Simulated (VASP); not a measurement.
GaS2:

```
Ga S
1.0
     3.10331    0.00000    0.00000
     0.00000    3.10331    0.00000
     0.00000    0.00000    6.40290
Ga S
1 2
Cartesian
  0.0000 0.0000 0.0000
  1.5517 1.5517 1.8889
  1.5517 1.5517 4.5140
```

The cell was built from a structure type or drawn by symmetry, and may not be a known phase.

```yaml
Program: VASP 6.6.1
Task: relaxation of cell and atoms
Functional: PBE
Potentials_or_basis: VASP PAW PBE potentials, release 64 (Ga_d, S)
Cutoff: 600 eV
k_mesh: 6 × 6 × 4
Occupations: gaussian, width 0.1 eV
Spin: no spin polarisation
```

At the start: pressure -4.9 GPa; volume 20.55 Å³/atom.

Question: How do energy, volume and symmetry change on relaxing?

Answer: Over 16 steps the energy falls by 462.1 meV/atom and the volume is 21.11 Å³/atom (+2.7 %); space group P4/mmm (No. 123, to 0.1 Å) before and after.

The path:
| step | energy change (eV) | largest force (eV/Å) | pressure (GPa) | volume (Å³) |
| --- | --- | --- | --- | --- |
| 1 | 0.0000 | 0.0751 | -4.87 | 61.66 |
| 2 | -0.2697 | 0.3099 | -0.40 | 56.20 |
| 3 | -0.3479 | 0.5465 | 3.92 | 53.16 |
| 4 | -0.5670 | 0.8233 | 5.85 | 52.46 |
| 5 | -0.5920 | 3.1851 | 19.84 | 49.74 |
| 6 | -0.7486 | 0.2583 | 10.11 | 51.31 |
| 7 | -0.9867 | 0.4944 | 8.11 | 53.88 |
| 8 | -1.2642 | 2.3151 | 4.61 | 61.53 |
| 9 | -1.3630 | 0.0322 | -1.61 | 67.17 |
| 10 | -1.3712 | 0.4123 | -0.43 | 65.82 |
| 11 | -1.3803 | 0.2571 | -0.38 | 65.00 |
| 12 | -1.3849 | 0.1099 | -0.24 | 64.14 |
| 13 | -1.3853 | 0.0586 | -0.18 | 63.80 |
| 14 | -1.3853 | 0.0529 | -0.14 | 63.76 |
| 15 | -1.3857 | 0.0478 | -0.15 | 63.65 |
| 16 | -1.3862 | 0.0290 | 0.12 | 63.34 |

Final structure:
```
CELL_PARAMETERS angstrom
3.60781 0.00000 0.00000
0.00000 3.60781 0.00000
0.00000 0.00000 4.86586
ATOMIC_POSITIONS crystal
Ga 0.00000 0.00000 0.00000
S 0.50000 0.50000 0.29289
S 0.50000 0.50000 0.70711
```

Caveat: a cell axis changed by over 15 % at a fixed basis, so the end point is rough.
